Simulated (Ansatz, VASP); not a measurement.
## Ti3AlB3: VASP beside Ansatz

```
Ti Al B
1.0
     3.47387    0.00000    0.00000
     0.00000    3.47387    0.00000
     0.00000    0.00000    7.44427
Ti Al B
3 1 3
Cartesian
  1.7369 0.0000 0.6614
  0.0000 1.7369 0.6614
  1.7369 1.7369 2.9599
  1.7369 1.7369 5.7736
  1.7369 0.0000 4.3844
  0.0000 1.7369 4.3844
  0.0000 0.0000 2.2739
```

Alike in both runs: functional PBE; k mesh 4 × 4 × 3; occupations gaussian, width 0.2 eV; no spin polarisation.

Ansatz relaxed the structure, and its values are those at the end. VASP's run is a single point on that final structure, the one shown.

|  | VASP | Ansatz |
| --- | --- | --- |
| version | VASP 6.6.1 | Ansatz 0.2.0 |
| potentials or method | VASP PAW PBE potentials, release 64 (Ti_sv, Al, B), cutoff 500 eV | scalar-relativistic, plane waves, PAW |
| valence electrons in the cell | 48 | 48 |

|  | VASP | Ansatz | Ansatz less VASP |
| --- | --- | --- | --- |
| gap on the k mesh at the Fermi level (eV) | none | none | - |
| pressure (GPa) | 0.2 | 0.3 | +0.11 |
| rms of the force components (eV/Å) | 0.013 | 0.010 | -0.0025 |

A gap of «none» marks a metal or a gap that the smearing closes.

The k mesh is coarse, so the values compare programs but aren't converged.
